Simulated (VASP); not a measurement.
A run of VASP 6.6.1:

The input INCAR:

```
AGGAC = 1.0 ; AGGAX = 1.0
ALDAC = 0.0 ; ALDAX = 1.0
ALGO = Normal ; EDIFF = 1E-6
EDIFFG = -0.02 ; ENCUT = 600
GGA = B5 ; IBRION = 2
ISIF = 3 ; ISMEAR = -1
IVDW = 12 ; LASPH = T
LCHARG = F ; LREAL = F
LWAVE = F ; NELM = 100
NSW = 80 ; PREC = Accurate
SIGMA = 0.05 ; VDW_A1 = 0.4298
VDW_A2 = 4.2359 ; VDW_S6 = 1.0
VDW_S8 = 2.6996
```

Contents of KPOINTS:

```
k-points
0
Gamma
  8 8 8
```

The input POSCAR:

```
BeTe
1.0
    0.0000000000      2.7700000000      2.7700000000
    2.7700000000      0.0000000000      2.7700000000
    2.7700000000      2.7700000000      0.0000000000
Te Be
1 1
Direct
    0.7500000000      0.7500000000      0.7500000000
    0.0000000000      0.0000000000      0.0000000000
```

Potentials or basis: VASP PAW PBE potentials, release 64 (Te, Be).

Command:

```bash
$ cat potpaw_PBE.64/Te/POTCAR potpaw_PBE.64/Be/POTCAR > POTCAR
$ mpirun -np 1 vasp_std > vasp.out
```

Hardware: 1 thread of AMD EPYC 7R13, on a shared host.

Task: Estimate the wall time of this run.

Result: Wall time 76 s on 1 thread of AMD EPYC 7R13 (shared host), peak memory 0.16 GiB. Counts: scf iterations 22, k points 29, ion steps 3.
